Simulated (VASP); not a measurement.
# Mn (Pm-3m) in VASP: further runs

The runs below take Mn through single point, with revPBE.

All numbers are computed with VASP 6.6.1; they aren't measurements. Logs are shortened: lines on timing, memory, paths and dates and some standing lists are left out, and cuts for length are marked.

**1. The cell of the first run**

The structure is cubic, space group Pm-3m (No. 221). Conventional cell: a = 2.297 Å, b = 2.297 Å, c = 2.297 Å, α = 90.00°, β = 90.00°, γ = 90.00°. Mn (site symmetry m-3m) has 6 Mn at 2.30 Å within 3.0 Å.

**2. Single point, revPBE**

Input file INCAR:

```
ALGO     = Normal         # electronic algorithm
EDIFF    = 1E-7           # SCF threshold, eV
ENCUT    = 520            # plane-wave cutoff, eV
GGA      = RE             # functional
ISIF     = 2              # what is computed and relaxed
ISMEAR   = -1             # smearing method
LASPH    = T              # aspherical terms in the spheres
LCHARG   = F              # write CHGCAR
LREAL    = F              # projectors in reciprocal space
LWAVE    = F              # write WAVECAR
NBANDS   = 12             # bands
NELM     = 80             # most SCF steps
PREC     = Accurate       # precision mode
SIGMA    = 0.1            # smearing width, eV
```

Input file KPOINTS:

```
k-points
0
Gamma
  13 13 13
```

Input file POSCAR:

```
Mn
1.0
    2.2973690587      0.0000000000      0.0000000000
    0.0000000000      2.2973690587      0.0000000000
    0.0000000000      0.0000000000      2.2973690587
Mn
1
Direct
    0.0000000000      0.0000000000      0.0000000000
```

Potentials or basis: VASP PAW PBE potentials, release 64 (Mn_pv).

Launch:

```sh
cat potpaw_PBE.64/Mn_pv/POTCAR > POTCAR
mpirun -np 1 vasp_std > vasp.out
```

OUTCAR:

```text
EDIFF = 1E-7
   ENCUT = 520
   GGA = RE
   ISIF = 2
   ISMEAR = -1
   LASPH = T
   LREAL = F
   NELM = 80
   PREC = Accurate

 ion  position               nearest neighbor table
   1  0.000  0.000  0.000-

  LATTYP: Found a simple cubic cell.
 ALAT       =     2.2973690587

  Lattice vectors:

 A1 = (   2.2973690587,   0.0000000000,   0.0000000000)
 A2 = (   0.0000000000,   2.2973690587,   0.0000000000)
 A3 = (   0.0000000000,   0.0000000000,   2.2973690587)

Analysis of symmetry for initial positions (statically):
=====================================================================
 Subroutine PRICEL returns:
 Original cell was already a primitive cell.

 Routine SETGRP: Setting up the symmetry group for a
 simple cubic supercell.

 Subroutine GETGRP returns: Found 48 space group operations
 (whereof 48 operations were pure point group operations)
 out of a pool of 48 trial point group operations.

The static configuration has the point symmetry O_h .

Analysis of symmetry for dynamics (positions and initial velocities):
=====================================================================
 Subroutine PRICEL returns:
 Original cell was already a primitive cell.

 Routine SETGRP: Setting up the symmetry group for a
 simple cubic supercell.

 Subroutine GETGRP returns: Found 48 space group operations
 (whereof 48 operations were pure point group operations)
 out of a pool of 48 trial point group operations.

The dynamic configuration has the point symmetry O_h .

 Subroutine INISYM returns: Found 48 space group operations
 (whereof 48 operations are pure point group operations),
 and found     1 'primitive' translations

----------------------------------------------------------------------------------------

                                     Primitive cell

  volume of cell :      12.1253

  direct lattice vectors                    reciprocal lattice vectors
     2.297369059  0.000000000  0.000000000     0.435280521  0.000000000  0.000000000
     0.000000000  2.297369059  0.000000000     0.000000000  0.435280521  0.000000000
     0.000000000  0.000000000  2.297369059     0.000000000  0.000000000  0.435280521

  length of vectors
     2.297369059  2.297369059  2.297369059     0.435280521  0.435280521  0.435280521

  position of ions in fractional coordinates (direct lattice)
     0.000000000  0.000000000  0.000000000

  ion indices of the primitive-cell ions
   primitive index   ion index
                 1           1

----------------------------------------------------------------------------------------

 KPOINTS: k-points

Automatic generation of k-mesh.
 Grid dimensions read from file:
 generate k-points for:   13   13   13

 Generating k-lattice:

  Cartesian coordinates                     Fractional coordinates (reciprocal lattice)
     0.033483117  0.000000000  0.000000000     0.076923077  0.000000000  0.000000000
     0.000000000  0.033483117  0.000000000     0.000000000  0.076923077  0.000000000
     0.000000000  0.000000000  0.033483117     0.000000000  0.000000000  0.076923077

  Length of vectors
     0.033483117  0.033483117  0.033483117

  Shift w.r.t. Gamma in fractional coordinates (k-lattice)
     0.000000000  0.000000000  0.000000000

 Subroutine IBZKPT returns following result:
 ===========================================

 Found     84 irreducible k-points:

 Following reciprocal coordinates:
            Coordinates               Weight
  0.000000  0.000000  0.000000      1.000000
  0.076923  0.000000  0.000000      6.000000
  0.153846  0.000000  0.000000      6.000000
  0.230769  0.000000  0.000000      6.000000
  0.307692  0.000000  0.000000      6.000000
  0.384615  0.000000  0.000000      6.000000
[... 16 lines left out ...]
  0.307692  0.307692  0.000000     12.000000
  0.384615  0.307692  0.000000     24.000000
 [... further k-points ...]
   k-points           NKPTS =     84   k-points in BZ     NKDIM =     84   number of bands    NBANDS=     12
   number of dos      NEDOS =    301   number of ions     NIONS =      1
   total plane-waves  NPLWV =   5832
   dimension x,y,z NGX =    18 NGY =   18 NGZ =   18
   dimension x,y,z NGXF=    36 NGYF=   36 NGZF=   36
   ions per type =               1
   NGX,Y,Z   is equivalent  to a cutoff of  13.03, 13.03, 13.03 a.u.
   NGXF,Y,Z  is equivalent  to a cutoff of  26.05, 26.05, 26.05 a.u.
 SYSTEM =  unknown system
   PREC   = accura    normal or accurate (medium, high low for compatibility)
   ISTART =      0    job   : 0-new  1-cont  2-samecut
   ICHARG =      2    charge: 1-file 2-atom 10-const
   ISPIN  =      1    spin polarized calculation?
   LNONCOLLINEAR =      F non collinear calculations
   LSORBIT =      F    spin-orbit coupling
   LASPH  =      T    aspherical Exc in radial PAW
   ENCUT  =  520.0 eV  38.22 Ry    6.18 a.u.   4.27  4.27  4.27*2*pi/ulx,y,z
   NELM   =     80;   NELMIN=  2; NELMDL= -5     # of ELM steps
   EDIFF  = 0.1E-06   stopping-criterion for ELM
   LREAL  =      F    real-space projection
   EDIFFG = 0.1E-05   stopping-criterion for IOM
   NSW    =      0    number of steps for IOM
   IBRION =     -1    ionic relax: 0-MD 1-quasi-New 2-CG
   NFREE  =      0    steps in history (QN), initial steepest desc. (CG)
   ISIF   =      2    stress and relaxation
   ISYM   =      2    0-nonsym 1-usesym 2-fastsym
   POTIM  = 0.5000    time-step for ionic-motion
   TEBEG  =    0.0;   TEEND  =   0.0 temperature during run
   PSTRESS=    0.0 pullay stress
   NELECT =      13.0000    total number of electrons
   NUPDOWN=      -1.0000    fix difference up-down
   EMIN   =  10.00;   EMAX   =-10.00  energy-range for DOS
   EFERMI =   0.00;   METHOD = LEGACY
   ISMEAR =    -1;   SIGMA  =   0.10  broadening in eV -4-tet -1-fermi 0-gaus
   EFERMI_NEDOS =   21; number of points for ismear=-14 and -15
   IALGO  =     38    algorithm
   IMIX   =      4    mixing-type and parameters
     AMIX     =   0.40;   BMIX     =  1.00
     AMIX_MAG =   1.60;   BMIX_MAG =  1.00
  volume/ion in A,a.u.               =      12.13        81.83
  Fermi-wavevector in a.u.,A,eV,Ry     =   1.675554  3.166339 38.198116  2.807482
  Thomas-Fermi vector in A             =   2.760153
   LORBIT       =      0    0 simple, 1 ext, 2 COOP (PROOUT), +10 PAW based schemes
   GGA     = RE    functional components
   LHFCALC =     F    Hartree Fock is set to
   AEXX    =    0.0000 exact exchange contribution
   IVDW    =     0    specifies the selected vdW correction
   LEPSILON=     F    determine dielectric tensor
   LRPA    =     F    only Hartree local field effects (RPA)
 non-spin polarized calculation
  energy-cutoff  :      520.00
  volume of cell :       12.13
 maximum number of plane-waves:       341
 NGX is ok and might be reduce to    18
   NGX =  9   NGY =  9   NGZ =  9

 number of electron      13.0000008 magnetization

 Free energy of the ion-electron system (eV)
  ---------------------------------------------------
  ext. energy  EPLUGINS =         0.00000000
  ---------------------------------------------------
  free energy    TOTEN  =        -7.66428535 eV

  energy without entropy =       -7.60185920  energy(sigma->0) =       -7.63307227

 E-fermi :   9.3077     XC(G=0): -13.0927

 val. band max:        9.2800894671   @ k =   0.3846   0.3846   0.0769
 cond. band min:       9.3118192862   @ k =   0.3846   0.3077   0.0000
 fundamental gap:      0.0317298191
 Fermi energy:         9.3076833840

 k-point     1 :       0.0000    0.0000    0.0000
  band No.  band energies     occupation
      1     -38.4668      2.00000
      2     -38.4668      2.00000
      3     -38.4668      2.00000
      4       1.3924      2.00000
      5       5.7271      2.00000
      6       5.7271      2.00000
      7      10.9247      0.00000
      8      10.9247      0.00000
      9      10.9247      0.00000
     10      29.4576      0.00000
     11      29.4576      0.00000
     12      29.4576      0.00000

 k-point     2 :       0.0769    0.0000    0.0000
  band No.  band energies     occupation
      1     -38.5152      2.00000
      2     -38.4627      2.00000
      3     -38.4627      2.00000
      4       1.5829      2.00000
      5       5.7649      2.00000
      6       5.8522      2.00000
      7      10.8100      0.00000
      8      10.8100      0.00000
      9      10.9336      0.00000
     10      27.6252      0.00000
     11      29.7410      0.00000
     12      29.7410      0.00000

 k-point     3 :       0.1538    0.0000    0.0000
  band No.  band energies     occupation
      1     -38.6484      2.00000
      2     -38.4513      2.00000
      3     -38.4513      2.00000
      4       2.1307      2.00000
      5       5.8710      2.00000
      6       6.2103      2.00000
      7      10.5028      0.00001
      8      10.5028      0.00001
      9      10.9584      0.00000
     10      24.6183      0.00000
     11      30.5561      0.00000
     12      30.5561      0.00000
[... 286 lines left out ...]
 k-point    23 :       0.3077    0.3077    0.0000
  band No.  band energies     occupation
      1     -38.9698      2.00000
      2     -38.9485      2.00000
      3     -38.3710      2.00000
      4       5.2269      2.00000
      5       6.6109      2.00000
      6       8.8415      1.98127
      7       9.8297      0.01076
      8       9.9709      0.00263
      9      10.1766      0.00034
     10      19.6692      0.00000
     11      23.4510      0.00000
     12      31.9393      0.00000

 k-point    24 :       0.3846    0.3077    0.0000
  band No.  band energies     occupation
      1     -39.1128      2.00000
      2     -38.9387      2.00000
      3     -38.3572      2.00000
      4       5.2954      2.00000
      5       6.6750      2.00000
      6       9.3118      0.97932
      7       9.5947      0.10732
      8       9.9704      0.00264
      9      11.3823      0.00000
     10      17.9427      0.00000
     11      23.8559      0.00000
     12      29.8553      0.00000

 [... further k-points ...]
[... 5 lines left out ...]
  --------------------------------------------------------------------------------------
  -------------------------------------------------------------------------------------
  Total        0.0161541      0.0161541      0.0161541      0.0000000      0.0000000      0.0000000
  in kB        2.1345202      2.1345202      2.1345202      0.0000000      0.0000000      0.0000000
  external PRESSURE =       2.1345202 kB  Pullay stress =       0.0000000 kB

 VOLUME and BASIS-vectors are now :
 -----------------------------------------------------------------------------
  energy-cutoff  :      520.00
  volume of cell :       12.13
      direct lattice vectors                 reciprocal lattice vectors
     2.297369059  0.000000000  0.000000000     0.435280521  0.000000000  0.000000000
     0.000000000  2.297369059  0.000000000     0.000000000  0.435280521  0.000000000
     0.000000000  0.000000000  2.297369059     0.000000000  0.000000000  0.435280521

 POSITION                                       TOTAL-FORCE (eV/Angst)
 -----------------------------------------------------------------------------------
      0.00000      0.00000      0.00000         0.000000      0.000000      0.000000
 -----------------------------------------------------------------------------------
    total drift:                                0.000000      0.000000      0.000000

  FREE ENERGIE OF THE ION-ELECTRON SYSTEM (eV)
  ---------------------------------------------------
  free  energy   TOTEN  =        -7.6642853469 eV

  energy  without entropy=       -7.6018591954  energy(sigma->0) =       -7.63307227
```

Wall time 6.4 s (1 thread of Intel Xeon Platinum 8488C (Sapphire Rapids), shared host); peak memory 0.12 GiB.

Results:

```yaml
Free_energy: -7.6643 eV
Pressure: 0.2 GPa
```

Caveat: the PAW data sets were made with another functional, which shifts forces and pressure a little; the run has no spin polarisation, though such a crystal can be magnetic. Spin polarisation is off, so any magnetic state and its effect on volume and gap are missing.

**3. Single point, revPBE (volume scaled by 0.88)**

Input file INCAR:

```
SYSTEM = Mn
  PREC = Accurate
  ENCUT = 520
  EDIFF = 1E-6
  ISMEAR = -1
  SIGMA = 0.1
  LREAL = .FALSE.
  LASPH = .TRUE.
  NELM = 100
  ALGO = Normal
  ISIF = 2
  LWAVE = .FALSE.
  LCHARG = .FALSE.
  GGA = RE
  NBANDS = 12
```

Input file KPOINTS:

```
regular mesh
0
G
  15 15 15
  0 0 0
```

Input file POSCAR:

```
Mn
1.0
    2.2015319454      0.0000000000      0.0000000000
    0.0000000000      2.2015319454      0.0000000000
    0.0000000000      0.0000000000      2.2015319454
Mn
1
Direct
    0.0000000000      0.0000000000      0.0000000000
```

Potentials or basis: VASP PAW PBE potentials, release 64 (Mn_pv).

Launch:

```sh
cat potpaw_PBE.64/Mn_pv/POTCAR > POTCAR
mpirun -np 1 vasp_std > vasp.out
```

Run time: 4.2 s. Hardware: 1 thread of Intel Xeon Platinum 8488C (Sapphire Rapids), shared host; peak memory 0.12 GiB.

Results (log left out):

| Item | Value |
| --- | --- |
| Free energy | -7.5250 eV |
| Pressure | 34.3 GPa |

Levels at points of the mesh, in eV from the Fermi level:
```csv
k point,band 2,band 3,band 4,band 5,band 6,band 7,band 8,band 9,band 10,band 11
"(0.00, 0.00, 0.00)",-47.74,-47.74,-8.54,-4.25,-4.25,1.92,1.92,1.92,21.80,21.80
```

Caveat: the PAW data sets were made with another functional, which shifts forces and pressure a little; the run has no spin polarisation, though such a crystal can be magnetic.

**4. Single point, revPBE (volume scaled by 0.92)**

Input file INCAR:

```
SYSTEM = Mn
PREC     = Accurate       ! precision mode
ENCUT    = 520            ! plane-wave cutoff, eV
EDIFF    = 1E-7           ! SCF threshold, eV
ISMEAR   = -1             ! smearing method
SIGMA    = 0.1            ! smearing width, eV
LREAL    = .FALSE.        ! projectors in reciprocal space
LASPH    = .TRUE.         ! aspherical terms in the spheres
NELM     = 80             ! most SCF steps
ALGO     = Normal         ! electronic algorithm
ISIF     = 2              ! what is computed and relaxed
LWAVE    = .FALSE.        ! write WAVECAR
LCHARG   = .FALSE.        ! write CHGCAR
GGA      = RE             ! functional
NBANDS   = 12             ! bands
```

Input file KPOINTS:

```
Automatic mesh
0
G
  15 15 15
  0 0 0
```

Input file POSCAR:

```
Mn
1.0
    2.2343954762      0.0000000000      0.0000000000
    0.0000000000      2.2343954762      0.0000000000
    0.0000000000      0.0000000000      2.2343954762
Mn
1
Direct
    0.0000000000      0.0000000000      0.0000000000
```

Launch:

```sh
cat potpaw_PBE.64/Mn_pv/POTCAR > POTCAR
mpirun -np 1 vasp_std > vasp.out
```

It took 11 s on 1 thread of Intel Xeon Platinum 8488C (Sapphire Rapids), shared host; peak memory 0.13 GiB.

It converged, with:

- Free energy: -7.6074 eV
- Pressure: 20.4 GPa

Levels at points of the mesh, in eV from the Fermi level:
```csv
k point,band 3,band 4,band 5,band 6,band 7,band 8,band 9,band 10
"(0.00, 0.00, 0.00)",-47.76,-8.33,-4.01,-4.01,1.80,1.80,1.80,21.21
```

Caveat: the PAW data sets were made with another functional, which shifts forces and pressure a little; the run has no spin polarisation, though such a crystal can be magnetic.

**5. Single point, revPBE (volume scaled by 0.96)**

Input file INCAR:

```
SYSTEM = Mn
PREC = Accurate ; ENCUT = 520
EDIFF = 1E-6 ; ISMEAR = -1
SIGMA = 0.1 ; LREAL = .False.
LASPH = .True. ; NELM = 80
ALGO = Normal ; ISIF = 2
LWAVE = .False. ; LCHARG = .False.
GGA = RE ; NBANDS = 12
```

Input file KPOINTS:

```
regular mesh
0
Gamma
  15 15 15
  0 0 0
```

Input file POSCAR:

```
Mn
1.0
    2.2663197247      0.0000000000      0.0000000000
    0.0000000000      2.2663197247      0.0000000000
    0.0000000000      0.0000000000      2.2663197247
Mn
1
Direct
    0.0000000000      0.0000000000      0.0000000000
```

Launch:

```sh
cat potpaw_PBE.64/Mn_pv/POTCAR > POTCAR
mpirun -np 1 vasp_std > vasp.out
```

It took 9.1 s on 1 thread of Intel Xeon Platinum 8488C (Sapphire Rapids), shared host; peak memory 0.13 GiB.

Results (log left out):

* Free energy: -7.6518 eV
* Pressure: 9.2 GPa

Levels at points of the mesh, in eV from the Fermi level:
| k point | band 2 | band 3 | band 4 | band 5 | band 6 | band 7 | band 8 | band 9 | band 10 | band 11 |
| --- | --- | --- | --- | --- | --- | --- | --- | --- | --- | --- |
| (0.00, 0.00, 0.00) | -47.78 | -47.78 | -8.13 | -3.80 | -3.80 | 1.70 | 1.70 | 1.70 | 20.65 | 20.65 |

Caveat: the PAW data sets were made with another functional, which shifts forces and pressure a little; the run has no spin polarisation, though such a crystal can be magnetic.

**6. Overview**

| cell | k mesh | gap on the mesh (eV) | pressure (GPa) |
| --- | --- | --- | --- |
| a = 2.297 Å, 1 atom | 13 × 13 × 13 | none | 0.2 |
| a = 2.202 Å, 1 atom | 15 × 15 × 15 | none | 34.3 |
| a = 2.234 Å, 1 atom | 15 × 15 × 15 | none | 20.4 |
| a = 2.266 Å, 1 atom | 15 × 15 × 15 | none | 9.2 |

Alike in all rows: task single point; level revPBE; potentials or basis VASP PAW PBE potentials, release 64 (Mn_pv); no spin polarisation; cutoff (eV) 520; smearing fermi-dirac 0.1 eV.

Caveats: the PAW data sets were made with another functional, which shifts forces and pressure a little; the run has no spin polarisation, though such a crystal can be magnetic.

Total energies depend on the potentials used, so only differences within one code and one set of settings carry meaning.
